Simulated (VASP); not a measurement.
Wanted: the native input for a VASP 6.6.1 run.

| Property | Result |
| --- | --- |
| Task | single point |
| Functional | PBE-based screened hybrid |
| Potentials or basis | VASP PAW PBE potentials, release 64 (Pb_d, Te) |
| Cutoff | 520 eV |
| k mesh | 4 × 4 × 4 |
| Occupations | gaussian, width 0.01 eV |
| Spin | no spin polarisation |
| Dipole correction | no |
| Grid for exact exchange (PRECFOCK) | Normal |
| Share of exact exchange | 0.4 |
| Further INCAR settings | ALGO = Normal; EDIFF = 1e-06; NBANDS = 17 |
| Screening parameter | 0.5 1/Å |

Crystal: TePb.

```xyz
2
Lattice="0.0000 3.6415 3.6415 3.6415 0.0000 3.6415 3.6415 3.6415 0.0000" Properties=species:S:1:pos:R:3 pbc="T T T"
Pb    0.0000    0.0000    0.0000
Te    1.8207    1.8207    1.8207
```

These files were run (other wordings do the same):

POSCAR

```
TePb
1.0
    0.0000000000      3.6414940692      3.6414940692
    3.6414940692      0.0000000000      3.6414940692
    3.6414940692      3.6414940692      0.0000000000
Pb Te
1 1
Direct
    0.0000000000      0.0000000000      0.0000000000
    0.2500000000      0.2500000000      0.2500000000
```

INCAR.step1

```
SYSTEM = TePb
PREC     = Accurate       ! precision mode
ENCUT    = 520            ! plane-wave cutoff, eV
EDIFF    = 1E-5           ! SCF threshold, eV
ISMEAR   = 0              ! smearing method
SIGMA    = 0.01           ! smearing width, eV
LREAL    = .FALSE.        ! projectors in reciprocal space
LASPH    = .TRUE.         ! aspherical terms in the spheres
NELM     = 100            ! most SCF steps
ALGO     = Normal         ! electronic algorithm
ISIF     = 2              ! what is computed and relaxed
LWAVE    = .TRUE.         ! write WAVECAR
LCHARG   = .FALSE.        ! write CHGCAR
NBANDS   = 17             ! bands
GGA      = PE             ! functional
```

INCAR.step2

```
SYSTEM = TePb
PREC     = Accurate       ! precision mode
ENCUT    = 520            ! plane-wave cutoff, eV
EDIFF    = 1E-6           ! SCF threshold, eV
ISMEAR   = 0              ! smearing method
SIGMA    = 0.01           ! smearing width, eV
LREAL    = .FALSE.        ! projectors in reciprocal space
LASPH    = .TRUE.         ! aspherical terms in the spheres
NELM     = 100            ! most SCF steps
ALGO     = Normal         ! electronic algorithm
ISIF     = 2              ! what is computed and relaxed
LWAVE    = .FALSE.        ! write WAVECAR
LCHARG   = .FALSE.        ! write CHGCAR
GGA      = PE             ! functional
LHFCALC  = .TRUE.         ! exact exchange
AEXX     = 0.4            ! exact-exchange fraction
HFSCREEN = 0.5            ! screening, 1/A
PRECFOCK = Normal       
NBANDS   = 17             ! bands
ISTART   = 1
```

KPOINTS

```
Automatic mesh
0
G
  4 4 4
  0 0 0
```

Potentials or basis: VASP PAW PBE potentials, release 64 (Pb_d, Te).

Command:

```console
$ cat potpaw_PBE.64/Pb_d/POTCAR potpaw_PBE.64/Te/POTCAR > POTCAR
$ cp INCAR.step1 INCAR
$ mpirun -np 1 vasp_std > vasp.out
$ cp INCAR.step2 INCAR
$ mpirun -np 1 vasp_std > vasp.out
```

Results of the run:

| Quantity | Value |
| --- | --- |
| Pressure | -0.2 GPa |
| Band gap on the k mesh | 0.77 eV, indirect (least direct gap 1.41 eV) |

Caveat: the PAW data sets were made with another functional, which shifts forces and pressure a little; spin-orbit coupling is left out, which moves the levels of the heavy elements.

It took 14 min on 1 thread of Intel(R) Xeon(R) Platinum 8375C CPU @ 2.90GHz (Ice Lake) (shared host), peak memory 0.36 GiB.
